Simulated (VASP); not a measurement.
# TaN (P-6m2) in VASP: further runs

The runs below take TaN through single point, with LDA.

Program: VASP 6.6.1. These are calculated values, not measurements. Logs are shortened: lines on timing, memory, paths and dates and some standing lists are left out, and cuts for length are marked.

## Step 1: The cell of the first run

It takes space group P-6m2 (No. 187, hexagonal). Conventional cell: a = 2.878 Å, b = 2.878 Å, c = 2.824 Å, α = 90.00°, β = 90.00°, γ = 120.00°. Ta (site symmetry -6m2) has 6 N at 2.18 Å and 8 Ta at 2.82 to 2.88 Å within 2.9 Å. N (site symmetry -6m2) has 6 Ta at 2.18 Å and 8 N at 2.82 to 2.88 Å within 2.9 Å.

## Step 2: Single point, LDA

INCAR

```
SYSTEM = TaN
PREC = Accurate
ENCUT = 520
EDIFF = 1E-6
ISMEAR = -1
SIGMA = 0.05
LREAL = .False.
LASPH = .True.
NELM = 80
ALGO = Normal
ISIF = 2
LWAVE = .False.
LCHARG = .False.
GGA = CA
NBANDS = 15
```

KPOINTS

```
regular mesh
0
Gamma
  11 11 10
  0 0 0
```

POSCAR

```
TaN
1.0
    2.8780239874      0.0000000000      0.0000000000
   -1.4390119937      2.4924393033      0.0000000000
    0.0000000000      0.0000000000      2.8241467514
Ta N
1 1
Direct
    0.3333333333      0.6666666667      0.5000000000
    0.0000000000      0.0000000000      0.0000000000
```

Potentials or basis: VASP PAW LDA potentials, release 64 (Ta_pv, N).

Command:

```bash
$ cat potpaw_LDA.64/Ta_pv/POTCAR potpaw_LDA.64/N/POTCAR > POTCAR
$ mpirun -np 1 vasp_std > vasp.out
```

OUTCAR:

```text
SYSTEM = TaN
   PREC = Accurate
   ENCUT = 520
   EDIFF = 1E-6
   ISMEAR = -1
   LREAL = .False.
   LASPH = .True.
   NELM = 80
   ISIF = 2
   GGA = CA

 ion  position               nearest neighbor table
   1  0.333  0.667  0.500-   2 2.18   2 2.18   2 2.18   2 2.18   2 2.18   2 2.18
   2  0.000  0.000  0.000-   1 2.18   1 2.18   1 2.18   1 2.18   1 2.18   1 2.18

  LATTYP: Found a hexagonal cell.
 ALAT       =     2.8780239874
 C/A-ratio  =     0.9812797822

  Lattice vectors:

 A1 = (   2.8780239874,   0.0000000000,   0.0000000000)
 A2 = (  -1.4390119937,   2.4924393033,   0.0000000000)
 A3 = (   0.0000000000,   0.0000000000,   2.8241467514)

Analysis of symmetry for initial positions (statically):
=====================================================================
 Subroutine PRICEL returns:
 Original cell was already a primitive cell.

 Routine SETGRP: Setting up the symmetry group for a
 hexagonal supercell.

 Subroutine GETGRP returns: Found 12 space group operations
 (whereof 12 operations were pure point group operations)
 out of a pool of 24 trial point group operations.

The static configuration has the point symmetry D_3h.

Analysis of symmetry for dynamics (positions and initial velocities):
=====================================================================
 Subroutine PRICEL returns:
 Original cell was already a primitive cell.

 Routine SETGRP: Setting up the symmetry group for a
 hexagonal supercell.

 Subroutine GETGRP returns: Found 12 space group operations
 (whereof 12 operations were pure point group operations)
 out of a pool of 24 trial point group operations.

The dynamic configuration has the point symmetry D_3h.

 Subroutine INISYM returns: Found 12 space group operations
 (whereof 12 operations are pure point group operations),
 and found     1 'primitive' translations

----------------------------------------------------------------------------------------

                                     Primitive cell

  volume of cell :      20.2585

  direct lattice vectors                    reciprocal lattice vectors
     2.878023987  0.000000000  0.000000000     0.347460620  0.200606691  0.000000000
    -1.439011994  2.492439303  0.000000000     0.000000000  0.401213381  0.000000000
     0.000000000  0.000000000  2.824146751     0.000000000  0.000000000  0.354089248

  length of vectors
     2.878023987  2.878021751  2.824146751     0.401213069  0.401213381  0.354089248

  position of ions in fractional coordinates (direct lattice)
     0.333333333  0.666666667  0.500000000
     0.000000000  0.000000000  0.000000000

  ion indices of the primitive-cell ions
   primitive index   ion index
                 1           1
                 2           2

----------------------------------------------------------------------------------------

 KPOINTS: regular mesh

Automatic generation of k-mesh.
 Grid dimensions read from file:
 generate k-points for:   11   11   10

 Generating k-lattice:

  Cartesian coordinates                     Fractional coordinates (reciprocal lattice)
     0.031587329  0.018236972  0.000000000     0.090909091  0.000000000  0.000000000
     0.000000000  0.036473944  0.000000000     0.000000000  0.090909091  0.000000000
     0.000000000  0.000000000  0.035408925     0.000000000  0.000000000  0.100000000

  Length of vectors
     0.036473915  0.036473944  0.035408925

  Shift w.r.t. Gamma in fractional coordinates (k-lattice)
     0.000000000  0.000000000  0.000000000

 Subroutine IBZKPT returns following result:
 ===========================================

 Found     96 irreducible k-points:

 Following reciprocal coordinates:
            Coordinates               Weight
  0.000000  0.000000  0.000000      1.000000
  0.090909  0.000000  0.000000      6.000000
  0.181818  0.000000  0.000000      6.000000
  0.272727  0.000000  0.000000      6.000000
  0.363636  0.000000  0.000000      6.000000
  0.454545  0.000000  0.000000      6.000000
[... 16 lines left out ...]
  0.090909  0.090909  0.100000     12.000000
  0.181818  0.090909  0.100000     24.000000
 [... further k-points ...]
   k-points           NKPTS =     96   k-points in BZ     NKDIM =     96   number of bands    NBANDS=     15
   number of dos      NEDOS =    301   number of ions     NIONS =      2
   total plane-waves  NPLWV =  13824
   dimension x,y,z NGX =    24 NGY =   24 NGZ =   24
   dimension x,y,z NGXF=    48 NGYF=   48 NGZF=   48
   ions per type =               1   1
   NGX,Y,Z   is equivalent  to a cutoff of  13.86, 13.86, 14.13 a.u.
   NGXF,Y,Z  is equivalent  to a cutoff of  27.73, 27.73, 28.26 a.u.
 SYSTEM =  TaN
   PREC   = accura    normal or accurate (medium, high low for compatibility)
   ISTART =      0    job   : 0-new  1-cont  2-samecut
   ICHARG =      2    charge: 1-file 2-atom 10-const
   ISPIN  =      1    spin polarized calculation?
   LNONCOLLINEAR =      F non collinear calculations
   LSORBIT =      F    spin-orbit coupling
   LASPH  =      T    aspherical Exc in radial PAW
   ENCUT  =  520.0 eV  38.22 Ry    6.18 a.u.   5.35  5.35  5.25*2*pi/ulx,y,z
   NELM   =     80;   NELMIN=  2; NELMDL= -5     # of ELM steps
   EDIFF  = 0.1E-05   stopping-criterion for ELM
   LREAL  =      F    real-space projection
   EDIFFG = 0.1E-04   stopping-criterion for IOM
   NSW    =      0    number of steps for IOM
   IBRION =     -1    ionic relax: 0-MD 1-quasi-New 2-CG
   NFREE  =      0    steps in history (QN), initial steepest desc. (CG)
   ISIF   =      2    stress and relaxation
   ISYM   =      2    0-nonsym 1-usesym 2-fastsym
   POTIM  = 0.5000    time-step for ionic-motion
   TEBEG  =    0.0;   TEEND  =   0.0 temperature during run
   PSTRESS=    0.0 pullay stress
   NELECT =      16.0000    total number of electrons
   NUPDOWN=      -1.0000    fix difference up-down
   EMIN   =  10.00;   EMAX   =-10.00  energy-range for DOS
   EFERMI =   0.00;   METHOD = LEGACY
   ISMEAR =    -1;   SIGMA  =   0.05  broadening in eV -4-tet -1-fermi 0-gaus
   EFERMI_NEDOS =   21; number of points for ismear=-14 and -15
   IALGO  =     38    algorithm
   IMIX   =      4    mixing-type and parameters
     AMIX     =   0.40;   BMIX     =  1.00
     AMIX_MAG =   1.60;   BMIX_MAG =  1.00
  volume/ion in A,a.u.               =      10.13        68.36
  Fermi-wavevector in a.u.,A,eV,Ry     =   1.513257  2.859641 31.156624  2.289947
  Thomas-Fermi vector in A             =   2.623072
   LORBIT       =      0    0 simple, 1 ext, 2 COOP (PROOUT), +10 PAW based schemes
   GGA     = CA    functional components
   LHFCALC =     F    Hartree Fock is set to
   AEXX    =    0.0000 exact exchange contribution
   IVDW    =     0    specifies the selected vdW correction
   LEPSILON=     F    determine dielectric tensor
   LRPA    =     F    only Hartree local field effects (RPA)
 non-spin polarized calculation
  energy-cutoff  :      520.00
  volume of cell :       20.26
 maximum number of plane-waves:       562
 NGX is ok and might be reduce to    24
   NGX = 11   NGY = 11   NGZ = 11

 number of electron      16.0000000 magnetization

 Free energy of the ion-electron system (eV)
  ---------------------------------------------------
  ext. energy  EPLUGINS =         0.00000000
  ---------------------------------------------------
  free energy    TOTEN  =       -24.68714452 eV

  energy without entropy =      -24.68672237  energy(sigma->0) =      -24.68693345

 E-fermi :   8.7826     XC(G=0): -13.9181

 val. band max:        8.7337911161   @ k =   0.0000   0.0000   0.4000
 cond. band min:       8.9614628602   @ k =   0.0909   0.0000   0.5000
 fundamental gap:      0.2276717441
 Fermi energy:         8.7825942724

 k-point     1 :       0.0000    0.0000    0.0000
  band No.  band energies     occupation
      1     -25.6767      2.00000
      2     -25.3746      2.00000
      3     -25.3746      2.00000
      4      -9.2274      2.00000
      5       3.9586      2.00000
      6       3.9586      2.00000
      7       4.2841      2.00000
      8       5.8423      2.00000
      9      11.6250      0.00000
     10      12.6570      0.00000
     11      12.6570      0.00000
     12      13.0788      0.00000
     13      13.0789      0.00000
     14      21.3938      0.00000
     15      22.4568      0.00000

 k-point     2 :       0.0909    0.0000    0.0000
  band No.  band energies     occupation
      1     -25.6621      2.00000
      2     -25.4889      2.00000
      3     -25.3985      2.00000
      4      -9.0318      2.00000
      5       3.4434      2.00000
      6       4.1056      2.00000
      7       4.5567      2.00000
      8       5.5666      2.00000
      9      12.2352      0.00000
     10      12.3002      0.00000
     11      12.6827      0.00000
     12      12.9809      0.00000
     13      13.3244      0.00000
     14      21.3953      0.00000
     15      22.3986      0.00000

 k-point     3 :       0.1818    0.0000    0.0000
  band No.  band energies     occupation
      1     -25.7852      2.00000
      2     -25.6227      2.00000
      3     -25.4621      2.00000
      4      -8.5047      2.00000
      5       2.4302      2.00000
      6       4.4881      2.00000
      7       4.9185      2.00000
      8       5.1164      2.00000
      9      11.4742      0.00000
     10      12.7287      0.00000
     11      12.8266      0.00000
     12      13.7082      0.00000
     13      13.8262      0.00000
     14      21.3994      0.00000
     15      22.3446      0.00000
[... 343 lines left out ...]
 k-point    23 :       0.0909    0.0909    0.1000
  band No.  band energies     occupation
      1     -25.7607      2.00000
      2     -25.6664      2.00000
      3     -25.4389      2.00000
      4      -8.4696      2.00000
      5       2.8723      2.00000
      6       3.8514      2.00000
      7       4.4253      2.00000
      8       5.9893      2.00000
      9      11.1234      0.00000
     10      11.6388      0.00000
     11      13.2315      0.00000
     12      13.9292      0.00000
     13      14.3010      0.00000
     14      21.3961      0.00000
     15      22.2087      0.00000

 k-point    24 :       0.1818    0.0909    0.1000
  band No.  band energies     occupation
      1     -25.9883      2.00000
      2     -25.6997      2.00000
      3     -25.5284      2.00000
      4      -7.9037      2.00000
      5       1.9411      2.00000
      6       3.7369      2.00000
      7       4.6868      2.00000
      8       6.0192      2.00000
      9      10.7360      0.00000
     10      11.9034      0.00000
     11      13.6123      0.00000
     12      14.1308      0.00000
     13      15.4854      0.00000
     14      21.3999      0.00000
     15      22.1392      0.00000

 [... further k-points ...]
[... 5 lines left out ...]
  --------------------------------------------------------------------------------------
  -------------------------------------------------------------------------------------
  Total        1.7450857      1.7450820      1.9153808      0.0000000      0.0000000      0.0000000
  in kB      138.0133419    138.0130559    151.4814466      0.0000000      0.0000000      0.0000000
  external PRESSURE =     142.5026148 kB  Pullay stress =       0.0000000 kB

 VOLUME and BASIS-vectors are now :
 -----------------------------------------------------------------------------
  energy-cutoff  :      520.00
  volume of cell :       20.26
      direct lattice vectors                 reciprocal lattice vectors
     2.878023987  0.000000000  0.000000000     0.347460620  0.200606691  0.000000000
    -1.439011994  2.492439303  0.000000000     0.000000000  0.401213381  0.000000000
     0.000000000  0.000000000  2.824146751     0.000000000  0.000000000  0.354089248

 POSITION                                       TOTAL-FORCE (eV/Angst)
 -----------------------------------------------------------------------------------
     -0.00000      1.66163      1.41207        -0.000000     -0.000000      0.000000
      0.00000      0.00000      0.00000         0.000000      0.000000      0.000000
 -----------------------------------------------------------------------------------
    total drift:                                0.000000     -0.000038     -0.000000

  FREE ENERGIE OF THE ION-ELECTRON SYSTEM (eV)
  ---------------------------------------------------
  free  energy   TOTEN  =       -24.6871445178 eV

  energy  without entropy=      -24.6867223724  energy(sigma->0) =      -24.68693345
```

Wall time 14 s (1 thread of Intel Xeon 6975P-C, shared host); peak memory 0.15 GiB.

Results:

| Quantity | Value |
| --- | --- |
| Free energy | -24.6871 eV |
| Pressure | 14.3 GPa |
| Band gap on the k mesh | zero (band 8 reaches 9.18 eV, above the bottom of band 9 at 8.65 eV) |

Levels at points of the mesh, in eV from the Fermi level:
```tsv
k point	band 4	band 5	band 6	band 7	band 8	band 9	band 10	band 11	band 12	band 13
(0.00, 0.00, 0.00)	-18.01	-4.82	-4.82	-4.50	-2.94	2.84	3.87	3.87	4.30	4.30
(0.00, 0.00, 0.50)	-14.91	-9.68	-3.96	-3.96	-0.14	-0.14	2.62	3.46	3.46	8.86
```

Caveat: spin-orbit coupling is left out, which moves the levels of the heavy elements.

## Step 3: Single point, LDA

This run uses another cell than the first one, of 10.45 Å³/atom, 1.032 times its volume.

INCAR

```
PREC = Accurate
ENCUT = 520
EDIFF = 1E-6
ISMEAR = -1
SIGMA = 0.05
LREAL = False
LASPH = True
NELM = 100
ALGO = Normal
ISIF = 2
LWAVE = False
LCHARG = False
GGA = CA
NBANDS = 15
```

KPOINTS

```
Automatic mesh
0
Gamma
  11 11 10
```

POSCAR

```
TaN
1.0
    2.9083212032      0.0000000000      0.0000000000
   -1.4541606016      2.5186774346      0.0000000000
    0.0000000000      0.0000000000      2.8538767967
Ta N
1 1
Direct
    0.3333333333      0.6666666667      0.5000000000
    0.0000000000      0.0000000000      0.0000000000
```

Potentials or basis: VASP PAW LDA potentials, release 64 (Ta_pv, N).

Command:

```bash
$ cat potpaw_LDA.64/Ta_pv/POTCAR potpaw_LDA.64/N/POTCAR > POTCAR
$ mpirun -np 1 vasp_std > vasp.out
```

OUTCAR:

```text
PREC = Accurate
   ENCUT = 520
   EDIFF = 1E-6
   ISMEAR = -1
   LREAL = False
   LASPH = True
   NELM = 100
   ISIF = 2
   GGA = CA

 ion  position               nearest neighbor table
   1  0.333  0.667  0.500-   2 2.20   2 2.20   2 2.20   2 2.20   2 2.20   2 2.20
   2  0.000  0.000  0.000-   1 2.20   1 2.20   1 2.20   1 2.20   1 2.20   1 2.20

  LATTYP: Found a hexagonal cell.
 ALAT       =     2.9083212032
 C/A-ratio  =     0.9812797822

  Lattice vectors:

[... 617 lines left out ...]
 [... further k-points ...]

------------------------ aborting loop because EDIFF is reached ----------------------------------------

  FORCE on cell =-STRESS in cart. coord.  units (eV):
  Direction    XX          YY          ZZ          XY          YZ          ZX
  --------------------------------------------------------------------------------------
  -------------------------------------------------------------------------------------
  Total        0.1705445      0.1705441      0.1439800      0.0000000     -0.0000000      0.0000000
  in kB       13.0706789     13.0706518     11.0347536      0.0000000     -0.0000000      0.0000000
  external PRESSURE =      12.3920281 kB  Pullay stress =       0.0000000 kB

 VOLUME and BASIS-vectors are now :
 -----------------------------------------------------------------------------
  energy-cutoff  :      520.00
  volume of cell :       20.90
      direct lattice vectors                 reciprocal lattice vectors
     2.908321203  0.000000000  0.000000000     0.343840976  0.198516886  0.000000000
    -1.454160602  2.518677435  0.000000000     0.000000000  0.397033771  0.000000000
     0.000000000  0.000000000  2.853876797     0.000000000  0.000000000  0.350400550

 POSITION                                       TOTAL-FORCE (eV/Angst)
 -----------------------------------------------------------------------------------
     -0.00000      1.67912      1.42694        -0.000000      0.000000      0.000000
      0.00000      0.00000      0.00000         0.000000      0.000000      0.000000
 -----------------------------------------------------------------------------------
    total drift:                                0.000000     -0.000037     -0.000000

  FREE ENERGIE OF THE ION-ELECTRON SYSTEM (eV)
  ---------------------------------------------------
  free  energy   TOTEN  =       -24.7182336793 eV

  energy  without entropy=      -24.7178173009  energy(sigma->0) =      -24.71802549
```

stdout:

```text
POSCAR found type information on POSCAR TaN
 POSCAR found :  2 types and       2 ions
 scaLAPACK will be used
 LDA part: xc-table for (Slater(with rela. corr.)+CA(PZ))
 , standard interpolation
 POSCAR, INCAR and KPOINTS ok, starting setup
 FFT: planning ... GRIDC
 FFT: planning ... GRID_SOFT
 FFT: planning ... GRID
 WAVECAR not read
 entering main loop
```

It took 13 s on 1 thread of Intel Xeon 6975P-C, shared host; peak memory 0.15 GiB.

What came out:

| Property | Result |
| --- | --- |
| Free energy | -24.7182 eV |
| Pressure | 1.2 GPa |
| Band gap on the k mesh | zero (band 8 reaches 8.82 eV, above the bottom of band 9 at 8.31 eV) |

Stress tensor (GPa, compression positive):
```
1.31 0.00 0.00
0.00 1.31 0.00
0.00 0.00 1.10
```

Caveat: spin-orbit coupling is left out, which moves the levels of the heavy elements.

(Part 1 of 2 ends here.)
